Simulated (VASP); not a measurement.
# NdRe3 (Pm-3m) in VASP: notebook

The runs below take NdRe3 through single point, with PBEsol.

Everything below comes from runs of VASP 6.6.1. Logs are shortened: lines on timing, memory, paths and dates and some standing lists are left out, and cuts for length are marked.

## (1) The cell of the first run

It takes space group Pm-3m (No. 221, cubic). Conventional cell: a = 4.218 Å, b = 4.218 Å, c = 4.218 Å, α = 90.00°, β = 90.00°, γ = 90.00°. Within 3.9 Å of Nd (site symmetry m-3m) lie 12 Re at 2.98 Å. Re (site symmetry 4/mmm) has 4 Nd at 2.98 Å and 8 Re at 2.98 Å within 3.9 Å.

## (2) Single point, PBEsol, collinear spin, ferromagnetic start

The input, INCAR:

```
SYSTEM = NdRe3
PREC = Accurate
ENCUT = 520
EDIFF = 1E-6
ISMEAR = 0
SIGMA = 0.05
LREAL = .FALSE.
LASPH = .TRUE.
NELM = 150
ALGO = Normal
ISIF = 2
LWAVE = .FALSE.
LCHARG = .FALSE.
ISPIN = 2
MAGMOM = 3 0 0 0
LORBIT = 11
LMAXMIX = 6
GGA = PS
NBANDS = 30
```

The input, KPOINTS:

```
Automatic mesh
0
G
  8 8 8
  0 0 0
```

The input, POSCAR:

```
NdRe3
1.0
    4.2184374620      0.0000000000      0.0000000000
    0.0000000000      4.2184374620      0.0000000000
    0.0000000000      0.0000000000      4.2184374620
Nd Re
1 3
Direct
    0.0000000000      0.0000000000      0.0000000000
    0.0000000000      0.5000000000      0.5000000000
    0.5000000000      0.5000000000      0.0000000000
    0.5000000000      0.0000000000      0.5000000000
```

Potentials or basis: VASP PAW PBE potentials, release 64 (Nd, Re).

Started as:

```console
cat potpaw_PBE.64/Nd/POTCAR potpaw_PBE.64/Re/POTCAR > POTCAR
mpirun -np 1 vasp_std > vasp.out
```

OUTCAR:

```text
SYSTEM = NdRe3
   PREC = Accurate
   ENCUT = 520
   EDIFF = 1E-6
   ISMEAR = 0
   LREAL = .FALSE.
   LASPH = .TRUE.
   NELM = 150
   ISIF = 2
   ISPIN = 2
   LORBIT = 11
   GGA = PS

 ion  position               nearest neighbor table
   1  0.000  0.000  0.000-   2 2.98   3 2.98   4 2.98   2 2.98   4 2.98   2 2.98   3 2.98   2 2.98
                             3 2.98   4 2.98   4 2.98   3 2.98
   2  0.000  0.500  0.500-   1 2.98   3 2.98   4 2.98   1 2.98   3 2.98   1 2.98   4 2.98   1 2.98
                             3 2.98   4 2.98   3 2.98   4 2.98
   3  0.500  0.500  0.000-   1 2.98   2 2.98   4 2.98   2 2.98   4 2.98   1 2.98   4 2.98   4 2.98
                             1 2.98   2 2.98   2 2.98   1 2.98
   4  0.500  0.000  0.500-   1 2.98   2 2.98   3 2.98   1 2.98   3 2.98   2 2.98   3 2.98   3 2.98
                             1 2.98   2 2.98   1 2.98   2 2.98

  LATTYP: Found a simple cubic cell.
 ALAT       =     4.2184374620

  Lattice vectors:

 A1 = (   4.2184374620,   0.0000000000,   0.0000000000)
 A2 = (   0.0000000000,   4.2184374620,   0.0000000000)
 A3 = (   0.0000000000,   0.0000000000,   4.2184374620)

Analysis of symmetry for initial positions (statically):
=====================================================================
 Subroutine PRICEL returns:
 Original cell was already a primitive cell.

 Routine SETGRP: Setting up the symmetry group for a
 simple cubic supercell.

 Subroutine GETGRP returns: Found 48 space group operations
 (whereof 48 operations were pure point group operations)
 out of a pool of 48 trial point group operations.

The static configuration has the point symmetry O_h .

Analysis of symmetry for dynamics (positions and initial velocities):
=====================================================================
 Subroutine PRICEL returns:
 Original cell was already a primitive cell.

 Routine SETGRP: Setting up the symmetry group for a
 simple cubic supercell.

 Subroutine GETGRP returns: Found 48 space group operations
 (whereof 48 operations were pure point group operations)
 out of a pool of 48 trial point group operations.

The dynamic configuration has the point symmetry O_h .

Analysis of structural, dynamic, and magnetic symmetry:
=====================================================================
 Subroutine PRICEL returns:
 Original cell was already a primitive cell.

[... 140 lines left out ...]
   LEPSILON=     F    determine dielectric tensor
   LRPA    =     F    only Hartree local field effects (RPA)
 spin polarized calculation
 Gauss-broadening in eV      SIGMA  =   0.05
  energy-cutoff  :      520.00
  volume of cell :       75.07
 maximum number of plane-waves:      2048
 NGX is ok and might be reduce to    32
   NGX = 15   NGY = 15   NGZ = 15

 number of electron      35.0000003 magnetization      -0.1110113

 number of electron      35.0000003 magnetization       0.0015797

 Free energy of the ion-electron system (eV)
  ---------------------------------------------------
  ext. energy  EPLUGINS =         0.00000000
  ---------------------------------------------------
  free energy    TOTEN  =       -43.00673090 eV

  energy without entropy =      -42.99683184  energy(sigma->0) =      -43.00178137

 E-fermi :   5.9848     XC(G=0): -12.6571

 val. band max:        5.9797747021   @ k =   0.2500   0.0000   0.0000
 cond. band min:       6.0021002123   @ k =   0.3750   0.2500   0.2500
 fundamental gap:      0.0223255102
 Fermi energy:         5.9847640666

 spin component 1

 k-point     1 :       0.0000    0.0000    0.0000
  band No.  band energies     occupation
      1     -29.9674      1.00000
      2     -11.2016      1.00000
      3     -11.2016      1.00000
      4     -11.2016      1.00000
      5      -1.3595      1.00000
      6       1.3916      1.00000
[... 757 lines left out ...]
     28       7.7158      0.00000
     29      10.3019      0.00000

 [... further k-points ...]

 spin component 2

 k-point     1 :       0.0000    0.0000    0.0000
  band No.  band energies     occupation
      1     -29.9669      1.00000
      2     -11.2012      1.00000
      3     -11.2012      1.00000
      4     -11.2012      1.00000
      5      -1.3594      1.00000
      6       1.3917      1.00000
[... 757 lines left out ...]
     28       7.7161      0.00000
     29      10.2873      0.00000

 [... further k-points ...]

 [bands above 29 left out]

------------------------ aborting loop because EDIFF is reached ----------------------------------------

  FORCE on cell =-STRESS in cart. coord.  units (eV):
  Direction    XX          YY          ZZ          XY          YZ          ZX
  --------------------------------------------------------------------------------------
  -------------------------------------------------------------------------------------
  Total      -12.2698689    -12.2698689    -12.2698689     -0.0000000      0.0000000     -0.0000000
  in kB     -261.8759769   -261.8759769   -261.8759769     -0.0000000      0.0000000     -0.0000000
  external PRESSURE =    -261.8759769 kB  Pullay stress =       0.0000000 kB

 VOLUME and BASIS-vectors are now :
 -----------------------------------------------------------------------------
  energy-cutoff  :      520.00
  volume of cell :       75.07
      direct lattice vectors                 reciprocal lattice vectors
     4.218437462  0.000000000  0.000000000     0.237054599  0.000000000  0.000000000
     0.000000000  4.218437462  0.000000000     0.000000000  0.237054599  0.000000000
     0.000000000  0.000000000  4.218437462     0.000000000  0.000000000  0.237054599

 POSITION                                       TOTAL-FORCE (eV/Angst)
 -----------------------------------------------------------------------------------
      0.00000      0.00000      0.00000         0.000000      0.000000      0.000000
      0.00000      2.10922      2.10922         0.000000      0.000000      0.000000
      2.10922      2.10922      0.00000         0.000000      0.000000      0.000000
      2.10922      0.00000      2.10922         0.000000      0.000000      0.000000
 -----------------------------------------------------------------------------------
    total drift:                                0.000000     -0.000000     -0.000000

  FREE ENERGIE OF THE ION-ELECTRON SYSTEM (eV)
  ---------------------------------------------------
  free  energy   TOTEN  =       -43.0067308992 eV

  energy  without entropy=      -42.9968318375  energy(sigma->0) =      -43.00178137

 total charge

# of ion       s       p       d       f       tot
--------------------------------------------------
    1        1.996   5.253   0.862   2.982  11.092
    2        0.587   0.382   4.698   0.000   5.667
    3        0.587   0.382   4.698   0.000   5.667
    4        0.587   0.382   4.698   0.000   5.667
--------------------------------------------------
tot          3.757   6.400  14.956   2.982  28.095

 magnetization (x)

# of ion       s       p       d       f       tot
--------------------------------------------------
    1        0.000  -0.000  -0.000   0.002   0.002
    2       -0.000   0.000  -0.000   0.000  -0.000
    3       -0.000   0.000  -0.000   0.000  -0.000
    4       -0.000   0.000  -0.000   0.000  -0.000
--------------------------------------------------
tot         -0.000  -0.000  -0.000   0.002   0.002
```

OSZICAR:

```text
N       E                     dE             d eps       ncg     rms          rms(c)
DAV:   1     0.348936970812E+03    0.34894E+03   -0.12061E+04  5978   0.274E+03
DAV:   2     0.377381165930E+02   -0.31120E+03   -0.27471E+03  7594   0.719E+02
[... 35 lines left out ...]
DAV:  38    -0.430067065950E+02   -0.19728E-04   -0.21959E-05  7128   0.782E-02    0.433E-01
DAV:  39    -0.430067300051E+02   -0.23410E-04   -0.55884E-05  7704   0.123E-01    0.301E-01
DAV:  40    -0.430067498582E+02   -0.19853E-04   -0.22315E-05  7488   0.712E-02    0.228E-01
DAV:  41    -0.430067527789E+02   -0.29207E-05   -0.12386E-05  6262   0.444E-02    0.141E-01
DAV:  42    -0.430067416429E+02    0.11136E-04   -0.74416E-06  5324   0.523E-02    0.847E-02
DAV:  43    -0.430067311255E+02    0.10517E-04   -0.12618E-05  4688   0.649E-02    0.337E-02
DAV:  44    -0.430067308992E+02    0.22622E-06   -0.15775E-06  3418   0.292E-02
   1 F= -.43006731E+02 E0= -.43001781E+02  d E =-.989906E-02  mag=     0.0009
```

Wall time 5.2 min (1 thread of Intel Xeon Platinum 8488C (Sapphire Rapids), shared host); peak memory 0.3 GiB.

What came out:

- Free energy: -43.0067 eV
- Pressure: -26.2 GPa
- Net moment: 0.00 μB per cell
- Valence electrons inside the program's atomic spheres: Nd 11.09; Re 5.67

Caveat: the magnetic or orbital state may not be the lowest; the cell stands under tension; the moments typed at the start vanished in this run; the PAW data sets were made with another functional, which shifts forces and pressure a little; spin-orbit coupling is left out, which moves the levels of the heavy elements; semilocal functionals describe open f shells poorly, which spoils levels, moments and volumes. The state reached can hang on the start; a lower one may exist.

## (3) Single point, PBEsol, collinear spin, ferromagnetic start (15.82 Å³/atom)

This run uses another cell than the first one, of 15.82 Å³/atom.

The input, INCAR:

```
PREC     = Accurate       # precision mode
ENCUT    = 520            # plane-wave cutoff, eV
EDIFF    = 1E-6           # SCF threshold, eV
ISMEAR   = 0              # smearing method
SIGMA    = 0.05           # smearing width, eV
LREAL    = F              # projectors in reciprocal space
LASPH    = T              # aspherical terms in the spheres
NELM     = 150            # most SCF steps
ALGO     = Normal         # electronic algorithm
ISIF     = 2              # what is computed and relaxed
LWAVE    = F              # write WAVECAR
LCHARG   = T              # write CHGCAR
ISPIN    = 2              # spin polarisation
MAGMOM   = 2.39 0 0 0     # initial moments
LORBIT   = 11             # projections on sites
LMAXMIX  = 6              # l up to which the mixer works
GGA      = PS             # functional
LELF     = T              # ELF
LVHAR    = T            
NBANDS   = 30             # bands
```

The input, KPOINTS:

```
regular mesh
0
Gamma
  8 8 8
```

The input, POSCAR:

```
NdRe3
1.0
    3.9848174500      0.0000000000      0.0000000000
    0.0000000000      3.9848174500      0.0000000000
    0.0000000000      0.0000000000      3.9848174500
Nd Re
1 3
Direct
    0.0000000000      0.0000000000      0.0000000000
    0.0000000000      0.5000000000      0.5000000000
    0.5000000000      0.5000000000      0.0000000000
    0.5000000000      0.0000000000      0.5000000000
```

Potentials or basis: VASP PAW PBE potentials, release 64 (Nd, Re).

Started as:

```console
cat potpaw_PBE.64/Nd/POTCAR potpaw_PBE.64/Re/POTCAR > POTCAR
mpirun -np 1 vasp_std > vasp.out
```

It took 3.7 min on 1 thread of Intel Xeon Platinum 8488C (Sapphire Rapids), shared host; peak memory 0.27 GiB.

Results (log left out):

* Free energy: -43.9287 eV
* Pressure: 6.0 GPa
* Net moment: 0.00 μB per cell
* Valence electrons inside the program's atomic spheres: Nd 11.41; Re 6.11

Levels at points of the mesh, in eV from the Fermi level:
Spin up:
| k point | band 16 | band 17 | band 18 | band 19 | band 20 | band 21 |
| --- | --- | --- | --- | --- | --- | --- |
| (0.00, 0.00, 0.00) | 0.32 | 0.32 | 0.33 | 0.33 | 0.33 | 0.44 |
| (0.50, 0.00, 0.00) | -0.54 | -0.41 | -0.30 | -0.30 | 0.71 | 0.71 |
| (0.50, 0.50, 0.00) | -0.60 | -0.57 | -0.45 | -0.45 | -0.15 | 0.70 |
| (0.50, 0.50, 0.50) | -0.11 | -0.11 | 0.26 | 0.26 | 0.26 | 0.41 |
Spin down:
```
           k point  band 15  band 16  band 17  band 18  band 19  band 20  band 21  band 22
(0.00, 0.00, 0.00)     0.32     0.32     0.32     0.33     0.33     0.33     0.44     2.02
(0.50, 0.00, 0.00)    -0.90    -0.54    -0.41    -0.30    -0.30     0.71     0.71     0.75
(0.50, 0.50, 0.00)    -0.77    -0.60    -0.57    -0.45    -0.45    -0.15     0.70     0.75
(0.50, 0.50, 0.50)    -0.51    -0.11    -0.11     0.26     0.26     0.26     0.41     0.41
```

Caveat: the magnetic or orbital state may not be the lowest; the cell stands under pressure; the moments typed at the start vanished in this run; the PAW data sets were made with another functional, which shifts forces and pressure a little; spin-orbit coupling is left out, which moves the levels of the heavy elements; semilocal functionals describe open f shells poorly, which spoils levels, moments and volumes. The state reached can hang on the start; a lower one may exist.
